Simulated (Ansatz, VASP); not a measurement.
## C: VASP beside Ansatz

```
C
1.0
     0.00000    1.51741    1.51741
     1.51741    0.00000    1.51741
     1.51741    1.51741    0.00000
C
1
Direct
  0.00000 0.00000 0.00000
```

Alike in both runs: functional PBEsol; k mesh 30 × 30 × 30; occupations gaussian, width 0.1 eV; no spin polarisation.

Ansatz relaxed the structure, and its values are those at the end. VASP's run is a single point on that final structure, the one shown.

```csv
,VASP,Ansatz
version,VASP 6.6.1,Ansatz 0.2.0
potentials or method,"VASP PAW PBE potentials, release 64 (C), cutoff 520 eV","scalar-relativistic, plane waves, PAW"
valence electrons in the cell,4,4
```

|  | VASP | Ansatz | Ansatz less VASP |
| --- | --- | --- | --- |
| gap on the k mesh at the Fermi level (eV) | none | none | - |
| pressure (GPa) | 0.2 | 0.0 | -0.22 |

VASP's potentials were made for PBE, not for PBEsol. A gap of «none» marks a metal or a gap that the smearing closes.
